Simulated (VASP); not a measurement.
# KCl (P4/mmm) in VASP: a series of runs, part 2 of 2

VASP 6.6.1. Earlier steps stand in the parts before.

## Step 3: Single point, PBEsol (strain +0.0100 x Voigt [1, 1, 0, 0, 0, 0])

The input, INCAR:

```
PREC = Accurate
ENCUT = 520
EDIFF = 1E-7
ISMEAR = 0
SIGMA = 0.05
LREAL = F
LASPH = T
NELM = 60
ALGO = Normal
ISIF = 2
LWAVE = F
LCHARG = F
GGA = PS
NBANDS = 15
```

The input, KPOINTS:

```
Automatic mesh
0
Gamma
  6 6 6
```

The input, POSCAR:

```
KCl
1.0
    3.8775879600      0.0000000000      0.0000000000
    0.0000000000      3.8775879600      0.0000000000
    0.0000000000      0.0000000000      3.8391960000
K Cl
1 1
Direct
    0.0000000000      0.0000000000      0.0000000000
    0.5000000000      0.5000000000      0.5000000000
```

Potentials or basis: VASP PAW PBE potentials, release 64 (K_sv, Cl).

The run is started by

```bash
cat potpaw_PBE.64/K_sv/POTCAR potpaw_PBE.64/Cl/POTCAR > POTCAR
mpirun -np 1 vasp_std > vasp.out
```

OUTCAR:

```text
PREC = Accurate
   ENCUT = 520
   EDIFF = 1E-7
   ISMEAR = 0
   LREAL = F
   LASPH = T
   NELM = 60
   ISIF = 2
   GGA = PS

 ion  position               nearest neighbor table
   1  0.000  0.000  0.000-
   2  0.500  0.500  0.500-

  LATTYP: Found a simple tetragonal cell.
 ALAT       =     3.8775879600
 C/A-ratio  =     0.9900990099

  Lattice vectors:

 A1 = (   3.8775879600,   0.0000000000,   0.0000000000)
 A2 = (   0.0000000000,   3.8775879600,   0.0000000000)
 A3 = (   0.0000000000,   0.0000000000,   3.8391960000)

Analysis of symmetry for initial positions (statically):
=====================================================================
 Subroutine PRICEL returns:
 Original cell was already a primitive cell.

 Routine SETGRP: Setting up the symmetry group for a
 simple tetragonal supercell.

 Subroutine GETGRP returns: Found 16 space group operations
 (whereof 16 operations were pure point group operations)
 out of a pool of 16 trial point group operations.

The static configuration has the point symmetry D_4h.

Analysis of symmetry for dynamics (positions and initial velocities):
[... 164 lines left out ...]
 fundamental gap:      4.5132299535
 Fermi energy:        -0.6370344677

 k-point     1 :       0.0000    0.0000    0.0000
  band No.  band energies     occupation
      1     -28.9260      2.00000
      2     -13.5094      2.00000
      3     -12.3804      2.00000
      4     -12.3804      2.00000
      5     -12.3765      2.00000
      6      -1.2181      2.00000
      7      -1.2181      2.00000
      8      -1.1657      2.00000
      9       3.5446      0.00000
     10       5.4469      0.00000
     11       5.4889      0.00000
     12       9.5303      0.00000
     13       9.5981      0.00000
     14       9.5981      0.00000
[... 401 lines left out ...]
      2     -13.3904      2.00000
      3     -12.5420      2.00000
      4     -12.4650      2.00000
      5     -12.3336      2.00000
      6      -2.3245      2.00000
      7      -1.9711      2.00000
      8      -1.0669      2.00000
      9       5.4655      0.00000
     10       6.2713      0.00000
     11       8.1359      0.00000
     12       8.1719      0.00000
     13       8.6475      0.00000
     14       9.5650      0.00000
     15      10.9917      0.00000

 [... further k-points ...]
[... 5 lines left out ...]
  --------------------------------------------------------------------------------------
  -------------------------------------------------------------------------------------
  Total       -0.6602506     -0.6602506     -0.5135871      0.0000000      0.0000000     -0.0000000
  in kB      -18.3254990    -18.3254990    -14.2547988      0.0000000      0.0000000     -0.0000000
  external PRESSURE =     -16.9685989 kB  Pullay stress =       0.0000000 kB

 VOLUME and BASIS-vectors are now :
 -----------------------------------------------------------------------------
  energy-cutoff  :      520.00
  volume of cell :       57.72
      direct lattice vectors                 reciprocal lattice vectors
     3.877587960  0.000000000  0.000000000     0.257892280  0.000000000  0.000000000
     0.000000000  3.877587960  0.000000000     0.000000000  0.257892280  0.000000000
     0.000000000  0.000000000  3.839196000     0.000000000  0.000000000  0.260471203

 POSITION                                       TOTAL-FORCE (eV/Angst)
 -----------------------------------------------------------------------------------
      0.00000      0.00000      0.00000         0.000000      0.000000      0.000000
      1.93879      1.93879      1.91960         0.000000      0.000000      0.000000
 -----------------------------------------------------------------------------------
    total drift:                                0.000000      0.000000     -0.000000

  FREE ENERGIE OF THE ION-ELECTRON SYSTEM (eV)
  ---------------------------------------------------
  free  energy   TOTEN  =        -6.8849612533 eV

  energy  without entropy=       -6.8849612533  energy(sigma->0) =       -6.88496125
```

stdout:

```text
POSCAR found type information on POSCAR K Cl
 POSCAR found :  2 types and       2 ions
 scaLAPACK will be used
 -----------------------------------------------------------------------------
|                                                                             |
|                                                                             |
|     You enforced a specific xc type in the INCAR file but a different       |
|     I HOPE YOU KNOW WHAT YOU ARE DOING!                                     |
|                                                                             |
 -----------------------------------------------------------------------------

 LDA part: xc-table for (Slater+PW92), standard interpolation
 POSCAR, INCAR and KPOINTS ok, starting setup
 FFT: planning ... GRIDC
 FFT: planning ... GRID_SOFT
 FFT: planning ... GRID
 WAVECAR not read
 entering main loop
```

Wall time 45 s (1 thread of AMD EPYC 7R43 (Zen 3), shared host); peak memory 0.14 GiB.

What came out:

```
Free energy            : -6.8850 eV
Pressure               : -1.7 GPa
Band gap on the k mesh : 4.51 eV, indirect (least direct gap 4.71 eV)
```

Levels at points of the mesh, in eV from the valence-band top:
| k point | band 4 | band 5 | band 6 | band 7 | band 8 | band 9 | band 10 | band 11 | band 12 | band 13 |
| --- | --- | --- | --- | --- | --- | --- | --- | --- | --- | --- |
| (0.00, 0.00, 0.00) | -11.41 | -11.41 | -0.25 | -0.25 | -0.20 | 4.51 | 6.42 | 6.46 | 10.50 | 10.57 |
| (0.50, 0.00, 0.00) | -11.38 | -11.27 | -1.78 | -0.26 | -0.20 | 7.39 | 7.77 | 7.98 | 9.96 | 10.36 |
| (0.50, 0.50, 0.00) | -11.62 | -11.36 | -1.22 | -1.22 | 0.00 | 5.99 | 7.15 | 8.89 | 8.89 | 10.96 |
| (0.00, 0.00, 0.50) | -11.38 | -11.29 | -1.78 | -0.25 | -0.25 | 7.40 | 7.80 | 8.04 | 9.94 | 10.31 |
| (0.50, 0.00, 0.50) | -11.62 | -11.36 | -1.23 | -1.20 | -0.04 | 6.02 | 7.08 | 8.78 | 8.81 | 10.96 |
| (0.50, 0.50, 0.50) | -11.57 | -11.57 | -1.33 | -1.32 | -1.32 | 8.55 | 8.55 | 8.58 | 9.68 | 9.68 |

Caveat: the cell differs from its parent crystal (strain +0.0100 x Voigt [1, 1, 0, 0, 0, 0]); the PAW data sets were made with another functional, which shifts forces and pressure a little. A k mesh can miss the band edges.

## Step 4: Single point, PBEsol (strain +0.0150 x Voigt [1, 1, 0, 0, 0, 0])

The input, INCAR:

```
SYSTEM = KCl
PREC = Accurate ; ENCUT = 520
EDIFF = 1E-7 ; ISMEAR = 0
SIGMA = 0.05 ; LREAL = .FALSE.
LASPH = .TRUE. ; NELM = 80
ALGO = Normal ; ISIF = 2
LWAVE = .FALSE. ; LCHARG = .TRUE.
GGA = PS ; LELF = .TRUE.
LVHAR = .TRUE. ; NBANDS = 15
```

The input, KPOINTS:

```
regular mesh
0
G
  6 6 6
  0 0 0
```

The input, POSCAR:

```
KCl
1.0
    3.8967839400      0.0000000000      0.0000000000
    0.0000000000      3.8967839400      0.0000000000
    0.0000000000      0.0000000000      3.8391960000
K Cl
1 1
Direct
    0.0000000000      0.0000000000      0.0000000000
    0.5000000000      0.5000000000      0.5000000000
```

The run is started by

```bash
cat potpaw_PBE.64/K_sv/POTCAR potpaw_PBE.64/Cl/POTCAR > POTCAR
mpirun -np 1 vasp_std > vasp.out
```

It took 54 s on 1 thread of AMD EPYC 7R43 (Zen 3), shared host; peak memory 0.15 GiB.

The run converged. Its results:

```
Free energy            : -6.8782 eV
Pressure               : -1.8 GPa
Band gap on the k mesh : 4.46 eV, indirect (least direct gap 4.65 eV)
```

Stress tensor (GPa, compression positive):
```
-2.02  0.00  0.00
 0.00 -2.02  0.00
 0.00  0.00 -1.42
```

Levels at points of the mesh, in eV from the valence-band top:
| k point | band 6 | band 7 | band 8 | band 9 | band 10 | band 11 |
| --- | --- | --- | --- | --- | --- | --- |
| (0.00, 0.00, 0.00) | -0.27 | -0.27 | -0.19 | 4.46 | 6.40 | 6.46 |
| (0.50, 0.00, 0.00) | -1.77 | -0.28 | -0.19 | 7.33 | 7.73 | 7.91 |
| (0.50, 0.50, 0.00) | -1.22 | -1.22 | 0.00 | 5.96 | 7.15 | 8.89 |
| (0.00, 0.00, 0.50) | -1.77 | -0.26 | -0.26 | 7.34 | 7.79 | 7.99 |
| (0.50, 0.00, 0.50) | -1.23 | -1.20 | -0.06 | 6.00 | 7.04 | 8.73 |
| (0.50, 0.50, 0.50) | -1.33 | -1.30 | -1.30 | 8.50 | 8.50 | 8.54 |

Caveat: the cell differs from its parent crystal (strain +0.0150 x Voigt [1, 1, 0, 0, 0, 0]); the PAW data sets were made with another functional, which shifts forces and pressure a little. A k mesh can miss the band edges.

## Step 5: Single point, PBEsol (strain +0.0200 x Voigt [1, 1, 0, 0, 0, 0])

The input, INCAR:

```
SYSTEM = KCl
ALGO = Normal ; EDIFF = 1E-6
ENCUT = 520 ; GGA = PS
ISIF = 2 ; ISMEAR = 0
LASPH = .TRUE. ; LCHARG = .FALSE.
LREAL = .FALSE. ; LWAVE = .FALSE.
NBANDS = 15 ; NELM = 80
PREC = Accurate ; SIGMA = 0.05
```

The input, KPOINTS:

```
k-points
0
G
  6 6 6
  0 0 0
```

The input, POSCAR:

```
KCl
1.0
    3.9159799200      0.0000000000      0.0000000000
    0.0000000000      3.9159799200      0.0000000000
    0.0000000000      0.0000000000      3.8391960000
K Cl
1 1
Direct
    0.0000000000      0.0000000000      0.0000000000
    0.5000000000      0.5000000000      0.5000000000
```

The run is started by

```bash
cat potpaw_PBE.64/K_sv/POTCAR potpaw_PBE.64/Cl/POTCAR > POTCAR
mpirun -np 1 vasp_std > vasp.out
```

It took 37 s on 1 thread of AMD EPYC 7R43 (Zen 3), shared host; peak memory 0.15 GiB.

Results (log left out):

| Property | Result |
| --- | --- |
| Free energy | -6.8708 eV |
| Pressure | -1.9 GPa |
| Band gap on the k mesh | 4.41 eV, indirect (least direct gap 4.60 eV) |

Stress tensor (GPa, compression positive):
```
-2.21  0.00  0.00
 0.00 -2.21  0.00
 0.00  0.00 -1.42
```

Levels at points of the mesh, in eV from the valence-band top:
| k point | band 6 | band 7 | band 8 | band 9 | band 10 | band 11 |
| --- | --- | --- | --- | --- | --- | --- |
| (0.00, 0.00, 0.00) | -0.29 | -0.29 | -0.19 | 4.41 | 6.38 | 6.47 |
| (0.50, 0.00, 0.00) | -1.75 | -0.30 | -0.19 | 7.27 | 7.69 | 7.85 |
| (0.50, 0.50, 0.00) | -1.22 | -1.22 | 0.00 | 5.93 | 7.15 | 8.90 |
| (0.00, 0.00, 0.50) | -1.76 | -0.28 | -0.28 | 7.28 | 7.77 | 7.94 |
| (0.50, 0.00, 0.50) | -1.23 | -1.19 | -0.08 | 5.99 | 7.00 | 8.69 |
| (0.50, 0.50, 0.50) | -1.33 | -1.29 | -1.29 | 8.46 | 8.46 | 8.50 |

Caveat: the cell differs from its parent crystal (strain +0.0200 x Voigt [1, 1, 0, 0, 0, 0]); the PAW data sets were made with another functional, which shifts forces and pressure a little. A k mesh can miss the band edges.

## Step 6: Single point, PBEsol (strain +0.0175 x Voigt [1, 1, 0, 0, 0, 0])

The input, INCAR:

```
ALGO = Normal
EDIFF = 1E-6
ENCUT = 520
GGA = PS
ISIF = 2
ISMEAR = 0
LASPH = T
LCHARG = F
LREAL = F
LWAVE = F
NBANDS = 15
NELM = 100
PREC = Accurate
SIGMA = 0.05
```

The input, KPOINTS:

```
k-points
0
Gamma
  6 6 6
```

The input, POSCAR:

```
KCl
1.0
    3.9063819300      0.0000000000      0.0000000000
    0.0000000000      3.9063819300      0.0000000000
    0.0000000000      0.0000000000      3.8391960000
K Cl
1 1
Direct
    0.0000000000      0.0000000000      0.0000000000
    0.5000000000      0.5000000000      0.5000000000
```

Potentials or basis: VASP PAW PBE potentials, release 64 (K_sv, Cl).

The run is started by

```bash
cat potpaw_PBE.64/K_sv/POTCAR potpaw_PBE.64/Cl/POTCAR > POTCAR
mpirun -np 1 vasp_std > vasp.out
```

It took 39 s on 1 thread of AMD EPYC 7R43 (Zen 3), shared host; peak memory 0.14 GiB.

It converged, with:

```yaml
Free_energy: -6.8746 eV
Pressure: -1.9 GPa
Band_gap_on_the_k_mesh: 4.44 eV, indirect (least direct gap 4.62 eV)
```

Stress tensor (GPa, compression positive):
```
-2.12  0.00  0.00
 0.00 -2.12  0.00
 0.00  0.00 -1.42
```

Levels at points of the mesh, in eV from the valence-band top:
| k point | band 5 | band 6 | band 7 | band 8 | band 9 | band 10 | band 11 | band 12 |
| --- | --- | --- | --- | --- | --- | --- | --- | --- |
| (0.00, 0.00, 0.00) | -11.46 | -0.28 | -0.28 | -0.19 | 4.44 | 6.39 | 6.46 | 10.40 |
| (0.50, 0.00, 0.00) | -11.32 | -1.76 | -0.29 | -0.19 | 7.30 | 7.71 | 7.88 | 9.93 |
| (0.50, 0.50, 0.00) | -11.41 | -1.22 | -1.22 | 0.00 | 5.94 | 7.15 | 8.90 | 8.90 |
| (0.00, 0.00, 0.50) | -11.35 | -1.76 | -0.27 | -0.27 | 7.31 | 7.78 | 7.96 | 9.90 |
| (0.50, 0.00, 0.50) | -11.41 | -1.23 | -1.19 | -0.07 | 6.00 | 7.02 | 8.71 | 8.77 |
| (0.50, 0.50, 0.50) | -11.61 | -1.33 | -1.30 | -1.30 | 8.48 | 8.48 | 8.52 | 9.58 |

Caveat: the cell differs from its parent crystal (strain +0.0175 x Voigt [1, 1, 0, 0, 0, 0]); the PAW data sets were made with another functional, which shifts forces and pressure a little. A k mesh can miss the band edges.

## Step 7: Summary

```tsv
cell	gap on the mesh (eV)	pressure (GPa)
a = 3.858, b = 3.858, c = 3.839 Å, 2 atoms	4.57	-1.6
a = 3.878, b = 3.878, c = 3.839 Å, 2 atoms	4.51	-1.7
a = 3.897, b = 3.897, c = 3.839 Å, 2 atoms	4.46	-1.8
a = 3.916, b = 3.916, c = 3.839 Å, 2 atoms	4.41	-1.9
a = 3.906, b = 3.906, c = 3.839 Å, 2 atoms	4.44	-1.9
```

Alike in all rows: task single point; level PBEsol; potentials or basis VASP PAW PBE potentials, release 64 (K_sv, Cl); no spin polarisation; k mesh 6 × 6 × 6; cutoff (eV) 520; smearing gaussian 0.05 eV.

Caveats: the PAW data sets were made with another functional, which shifts forces and pressure a little.

Total energies depend on the potentials used, so only differences within one code and one set of settings carry meaning.
